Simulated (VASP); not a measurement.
# La16CO24 (a cell with a defect) in VASP: notebook, part 2 of 3

VASP 6.6.1. Earlier steps stand in the parts before.

## (3) Single point, PBE

File INCAR:

```
SYSTEM = La16CO24
ALGO     = Normal         ! electronic algorithm
EDIFF    = 1E-6           ! SCF threshold, eV
ENCUT    = 520            ! plane-wave cutoff, eV
GGA      = PE             ! functional
ISIF     = 2              ! what is computed and relaxed
ISMEAR   = -1             ! smearing method
LASPH    = .TRUE.         ! aspherical terms in the spheres
LCHARG   = .FALSE.        ! write CHGCAR
LREAL    = Auto         
LWAVE    = .FALSE.        ! write WAVECAR
NBANDS   = 188            ! bands
NELM     = 100            ! most SCF steps
PREC     = Accurate       ! precision mode
SIGMA    = 0.01           ! smearing width, eV
```

File KPOINTS:

```
k-points
0
G
  1 1 1
  0 0 0
```

File POSCAR:

```
La16CO24
1.0
    7.8811453700     -0.0000000600      0.0000000000
   -3.9405726400      6.8252721300      0.0000000000
    0.0000000000      0.0000000000     12.3757188400
La O C
16 24 1
Direct
    0.3473574954      0.1575455278      0.4008368823
    0.1595000799      0.3480161241      0.1009793609
    0.3369416549      0.1670173424      0.8741295444
    0.1671290368      0.3371105687      0.6267149349
    0.3416770498      0.6657525069      0.3715393187
    0.1642647714      0.8479353707      0.1287214459
    0.3349680613      0.6783982791      0.8737724280
    0.1654615322      0.8288818455      0.6214330411
    0.8468174049      0.1632846428      0.3725204108
    0.6654873947      0.3405635257      0.1288009485
    0.8302460430      0.1667834180      0.8792722015
    0.6793941804      0.3360725230      0.6270742122
    0.8174028374      0.6544048253      0.3746213458
    0.6549133327      0.8186036241      0.1253416701
    0.8378920468      0.6717601970      0.8776266000
    0.6716730081      0.8373107750      0.6233882386
    0.3220430662      0.1813019844      0.2001900218
    0.1801134500      0.3208716986      0.3023729322
    0.0118592552     -0.0049858846     -0.0037226312
    0.3405925571      0.1673383800      0.6681232675
    0.1676722982      0.3403614053      0.8303563275
   -0.0077331907      0.0077711219      0.5043753602
    0.3280588669      0.6877570512      0.1733495854
    0.1647953466      0.8285279487      0.3383088042
   -0.0016149548      0.5215972292      0.0028934838
    0.3370654587      0.6710914581      0.6820659815
    0.1680738829      0.8372113771      0.8127205875
    0.0135447067      0.4813637630      0.5054491022
    0.8291940099      0.1648179493      0.1617703831
    0.6875834565      0.3274835925      0.3271269228
    0.4804348767      0.0155994484     -0.0032181426
    0.8372011157      0.1677394759      0.6880500041
    0.6712588780      0.3370483662      0.8187822721
    0.5220938538     -0.0032034914      0.4967176269
    0.8382075869      0.6704041562      0.1833270617
    0.6705007917      0.8386982617      0.3159984362
    0.5100718862      0.5015760921     -0.0000491534
    0.8370737275      0.6673455262      0.6765999158
    0.6672048127      0.8373400201      0.8262082939
    0.5047142024      0.5138737272      0.5013656085
   -0.6329742287     -0.6328560554      0.2516261439
```

Potentials or basis: VASP PAW PBE potentials, release 64 (La, O, C).

The run is started by

```bash
$ cat potpaw_PBE.64/La/POTCAR potpaw_PBE.64/O/POTCAR potpaw_PBE.64/C/POTCAR > POTCAR
$ mpirun -np 1 vasp_gam > vasp.out
```

Run time: 9.7 min. Hardware: 1 thread of AMD EPYC 7R43 (Zen 3), shared host; peak memory 0.68 GiB.

Results (log left out):

```yaml
Free_energy: -337.0963 eV
Pressure: 1.7 GPa
Largest_force: 0.173 eV/Å
Band_gap_on_the_k_mesh: 1.46 eV
```

Forces in eV/Å, atoms in the order of the input:
```
La  -0.001  0.007 -0.009
La  -0.004 -0.007  0.009
La   0.002  0.002 -0.004
La  -0.003  0.006 -0.007
La   0.010 -0.009 -0.002
La  -0.005  0.007  0.010
La   0.000  0.005 -0.017
La   0.003  0.001 -0.003
La   0.002  0.005 -0.016
La  -0.009  0.002  0.019
La   0.004 -0.005 -0.002
La   0.006 -0.008  0.012
La   0.006  0.009 -0.013
La   0.009  0.006  0.020
La   0.000 -0.002 -0.005
La  -0.007 -0.005  0.005
O    0.036 -0.122 -0.078
O   -0.126 -0.021  0.058
O   -0.005  0.005 -0.003
O    0.003 -0.002  0.001
O    0.003 -0.001  0.015
O    0.004 -0.001  0.001
O   -0.003 -0.002 -0.007
O   -0.014 -0.011  0.021
O    0.009  0.001 -0.013
O   -0.008 -0.002  0.006
O   -0.008  0.014  0.008
O    0.001 -0.001 -0.002
O   -0.010 -0.011 -0.013
O   -0.002  0.004  0.007
O    0.006 -0.001  0.000
O    0.001  0.003 -0.004
O   -0.007 -0.004  0.008
O   -0.002  0.006  0.012
O   -0.001 -0.005 -0.001
O    0.005 -0.008  0.000
O    0.003  0.004 -0.014
O    0.005  0.001  0.000
O    0.002 -0.005  0.000
O    0.005 -0.001  0.001
C    0.089  0.148  0.001
```

Stress tensor (GPa, compression positive):
```
 1.97 -0.26  0.85
-0.26  1.70 -0.51
 0.85 -0.51  1.39
```

Levels at points of the mesh, in eV from the valence-band top:
| k point | band 160 | band 161 | band 162 | band 163 | band 164 | band 165 |
| --- | --- | --- | --- | --- | --- | --- |
| (0.00, 0.00, 0.00) | -2.28 | -1.89 | 0.00 | 1.46 | 1.61 | 1.69 |

Caveat: the k points lie up to 0.92 Å⁻¹ apart; spin-orbit coupling is left out, which moves the levels of the heavy elements.

## (4) Single point, PBE

File INCAR:

```
PREC     = Accurate       # precision mode
ENCUT    = 520            # plane-wave cutoff, eV
EDIFF    = 1E-6           # SCF threshold, eV
ISMEAR   = -1             # smearing method
SIGMA    = 0.01           # smearing width, eV
LREAL    = Auto         
LASPH    = T              # aspherical terms in the spheres
NELM     = 80             # most SCF steps
ALGO     = Normal         # electronic algorithm
ISIF     = 2              # what is computed and relaxed
LWAVE    = F              # write WAVECAR
LCHARG   = F              # write CHGCAR
GGA      = PE             # functional
NBANDS   = 188            # bands
```

File KPOINTS:

```
Automatic mesh
0
Gamma
  1 1 1
```

File POSCAR:

```
La16CO24
1.0
    7.8811453700     -0.0000000600      0.0000000000
   -3.9405726400      6.8252721300      0.0000000000
    0.0000000000      0.0000000000     12.3757188400
La O C
16 24 1
Direct
    0.3394120851      0.1886674986      0.4000869011
    0.1564547061      0.3225468476      0.1287616518
    0.3307583123      0.1694518545      0.8736505038
    0.1632438607      0.3442356532      0.6267576131
    0.3339178300      0.6822835678      0.3723038685
    0.1502116140      0.8104374307      0.0998977123
    0.3324436919      0.6639169741      0.8792740156
    0.1609530158      0.8295553499      0.6263274966
    0.8429190744      0.1630465466      0.3746831243
    0.6512297357      0.3167799024      0.1276645842
    0.8266763337      0.1654684279      0.8769855020
    0.6680477381      0.3350389547      0.6206743301
    0.8331091688      0.6763576546      0.3712624745
    0.6790247364      0.8358033104      0.1252136559
    0.8186622554      0.6547523621      0.8731564719
    0.6607281138      0.8336281589      0.6230033261
    0.3182318928      0.1405117629      0.1991683903
    0.1700637447      0.3588245221      0.3265150132
   -0.0042526248      0.0094659962     -0.0005292622
    0.3302391715      0.1724987660      0.6685870216
    0.1615542457      0.3345449040      0.8187288457
   -0.0146537945     -0.0102601039      0.5004959373
    0.3329546352      0.6624562265      0.1603503623
    0.1769693103      0.8584759551      0.3008826435
   -0.0261794245      0.4753395816      0.0027166099
    0.3305516329      0.6697555691      0.6881459663
    0.1573203917      0.8265450669      0.8311854150
    0.0193928667      0.5332250395      0.5043143821
    0.8272598657      0.1675054163      0.1836999555
    0.6699812788      0.3364160427      0.3397225692
    0.5042954391      0.0152076032     -0.0042008065
    0.8310911998      0.1694816013      0.6752662296
    0.6601774670      0.3291883454      0.8118840715
    0.4886100607     -0.0164311354      0.5042633952
    0.8106671774      0.6402196082      0.1734749333
    0.6591584947      0.8315400370      0.3160437022
    0.4854135065      0.4656608511     -0.0042618938
    0.8265652572      0.6644262622      0.6812218433
    0.6612071043      0.8295102278      0.8249077999
    0.4982324997      0.5239544976      0.4970882160
    0.1317110700     -0.0004326556      0.2500152145
```

The run is started by

```bash
$ cat potpaw_PBE.64/La/POTCAR potpaw_PBE.64/O/POTCAR potpaw_PBE.64/C/POTCAR > POTCAR
$ mpirun -np 1 vasp_gam > vasp.out
```

Wall time 8 min (1 thread of AMD EPYC 7R43 (Zen 3), shared host); peak memory 0.69 GiB.

Results (log left out):

```
Free energy            : -337.0970 eV
Pressure               : 1.7 GPa
Largest force          : 0.163 eV/Å
Band gap on the k mesh : 1.47 eV
```

Forces on the atoms (eV/Å):
```
La   0.003  0.006 -0.012
La  -0.006 -0.001  0.011
La   0.002  0.000 -0.006
La  -0.001 -0.002  0.017
La  -0.004  0.003 -0.023
La   0.005 -0.009  0.013
La   0.002  0.002 -0.010
La  -0.001 -0.003  0.008
La  -0.001 -0.004 -0.024
La  -0.004 -0.005  0.020
La  -0.005 -0.002 -0.004
La   0.001  0.002  0.017
La  -0.004  0.000 -0.017
La   0.005  0.008  0.017
La  -0.003  0.000 -0.013
La  -0.001 -0.003  0.009
O    0.090  0.092 -0.072
O   -0.004  0.001  0.004
O   -0.001 -0.003  0.000
O    0.003  0.001 -0.006
O    0.006 -0.004 -0.001
O    0.000  0.001 -0.001
O   -0.006  0.010 -0.008
O    0.092 -0.094  0.077
O   -0.001  0.001 -0.010
O   -0.003  0.000 -0.008
O    0.002  0.001  0.007
O   -0.003  0.002  0.007
O    0.002 -0.001  0.001
O   -0.002 -0.002  0.007
O   -0.006  0.002 -0.002
O    0.003  0.004 -0.007
O    0.000  0.000  0.002
O   -0.005  0.002  0.001
O   -0.005 -0.003  0.000
O    0.004  0.000  0.007
O   -0.001 -0.004 -0.006
O    0.004  0.003 -0.003
O    0.003 -0.001  0.000
O    0.002 -0.004  0.010
C   -0.163  0.000  0.001
```

Stress tensor (GPa, compression positive):
```
1.55 0.00 0.00
0.00 2.11 1.00
0.00 1.00 1.38
```

Levels at points of the mesh, in eV from the valence-band top:
```csv
k point,band 158,band 159,band 160,band 161,band 162,band 163,band 164,band 165,band 166,band 167
"(0.00, 0.00, 0.00)",-2.33,-2.31,-2.28,-1.89,0.00,1.47,1.62,1.70,1.99,2.04
```

Caveat: the k points lie up to 0.92 Å⁻¹ apart; spin-orbit coupling is left out, which moves the levels of the heavy elements.

## (5) Single point, PBE

File INCAR:

```
SYSTEM = La16CO24
PREC = Accurate
ENCUT = 520
EDIFF = 1E-6
ISMEAR = -1
SIGMA = 0.01
LREAL = Auto
LASPH = .TRUE.
NELM = 60
ALGO = Normal
ISIF = 2
LWAVE = .FALSE.
LCHARG = .FALSE.
GGA = PE
NBANDS = 188
```

File KPOINTS:

```
Automatic mesh
0
G
  1 1 1
  0 0 0
```

File POSCAR:

```
La16CO24
1.0
    7.8811453700     -0.0000000600      0.0000000000
   -3.9405726400      6.8252721300      0.0000000000
    0.0000000000      0.0000000000     12.3757188400
La O C
16 24 1
Direct
    0.3412476761      0.1535194496      0.4003007069
    0.1524913058      0.3427365187      0.1005202216
    0.3314555229      0.1632159127      0.8737935258
    0.1618687706      0.3335188644      0.6260650472
    0.3357813590      0.6540183212      0.3717447899
    0.1588006622      0.8365429101      0.1288336476
    0.3325129787      0.6707966998      0.8787201892
    0.1629822965      0.8213035177      0.6263556970
    0.8332331673      0.1593518953      0.3715326002
    0.6514761429      0.3366364000      0.1283268488
    0.8209535478      0.1660383685      0.8733970236
    0.6698041933      0.3348521490      0.6210889322
    0.8438863368      0.6825325001      0.3745489098
    0.6809647635      0.8459809266      0.1252247259
    0.8278406684      0.6632418405      0.8772090042
    0.6619953583      0.8294834157      0.6229484606
    0.3188318349      0.1793871359      0.1996377772
    0.1773740598      0.3197519409      0.3015501603
   -0.0019554123     -0.0106469015     -0.0012131013
    0.3316606320      0.1599162640      0.6678340149
    0.1588060139      0.3329808638      0.8299740914
   -0.0144844484     -0.0026661209      0.5013188389
    0.3345191077      0.6723065297      0.1635949415
    0.1715604088      0.8140627809      0.3283056162
   -0.0205071624      0.5033314326      0.0023278648
    0.3315301604      0.6638967551      0.6872349889
    0.1619297393      0.8294524968      0.8178852583
    0.0168506297      0.4857198274      0.5049770507
    0.8115178232      0.1727497492      0.1725055350
    0.6708058409      0.3363610998      0.3376030156
    0.4823191386      0.0182829383     -0.0036363140
    0.8278170820      0.1639974243      0.6820894292
    0.6614864523      0.3326561925      0.8129385557
    0.5040333617     -0.0193438397      0.4965801243
    0.8289578942      0.6622985815      0.1829317577
    0.6609843120      0.8301393603      0.3159047204
    0.5036014812      0.4905778065     -0.0037722253
    0.8316939921      0.6635678349      0.6759494223
    0.6621459068      0.8337159210      0.8255563278
    0.4910951815      0.5079757940      0.5039403432
    0.1319789127      0.1336135747      0.2506327140
```

The run is started by

```bash
$ cat potpaw_PBE.64/La/POTCAR potpaw_PBE.64/O/POTCAR potpaw_PBE.64/C/POTCAR > POTCAR
$ mpirun -np 1 vasp_gam > vasp.out
```

Wall time 9.5 min (1 thread of AMD EPYC 7R43 (Zen 3), shared host); peak memory 0.68 GiB.

It converged, with:

* Free energy: -337.0953 eV
* Pressure: 1.7 GPa
* Largest force: 0.175 eV/Å
* Band gap on the k mesh: 1.47 eV

Forces in eV/Å, atoms in the order of the input:
```
La   0.002  0.003  0.006
La  -0.019  0.019  0.010
La  -0.005 -0.008 -0.029
La  -0.002 -0.006  0.026
La   0.002 -0.016 -0.008
La   0.019 -0.031  0.009
La   0.010  0.008 -0.021
La   0.002  0.006  0.033
La   0.003 -0.005 -0.005
La   0.017  0.006  0.005
La   0.001 -0.020 -0.016
La  -0.001  0.001  0.032
La   0.006  0.003 -0.009
La  -0.019 -0.015 -0.003
La  -0.013  0.016 -0.019
La   0.005  0.005  0.032
O    0.107  0.035 -0.066
O   -0.042  0.146  0.074
O    0.000  0.012  0.036
O   -0.004  0.000  0.001
O    0.001  0.000  0.012
O    0.003 -0.006 -0.017
O   -0.012  0.002 -0.037
O    0.005 -0.014 -0.007
O   -0.005 -0.006  0.001
O   -0.007 -0.009 -0.007
O    0.009  0.009 -0.001
O    0.000  0.000 -0.021
O   -0.002  0.007 -0.001
O   -0.005 -0.002  0.010
O   -0.007  0.009  0.012
O    0.013  0.007  0.001
O   -0.004 -0.001 -0.002
O   -0.006 -0.008 -0.009
O    0.007  0.008  0.014
O   -0.004  0.010  0.003
O    0.004 -0.009  0.022
O    0.006  0.002 -0.010
O    0.000  0.001 -0.006
O    0.000  0.001 -0.023
C   -0.066 -0.160 -0.023
```

Stress tensor (GPa, compression positive):
```
 1.97 -0.26  0.87
-0.26  1.68 -0.50
 0.87 -0.50  1.37
```

Levels at points of the mesh, in eV from the valence-band top:
```
           k point  band 160  band 161  band 162  band 163  band 164  band 165
(0.00, 0.00, 0.00)     -2.27     -1.90      0.00      1.47      1.62      1.69
```

Caveat: the k points lie up to 0.92 Å⁻¹ apart; spin-orbit coupling is left out, which moves the levels of the heavy elements.

(Part 2 of 3 ends here.)
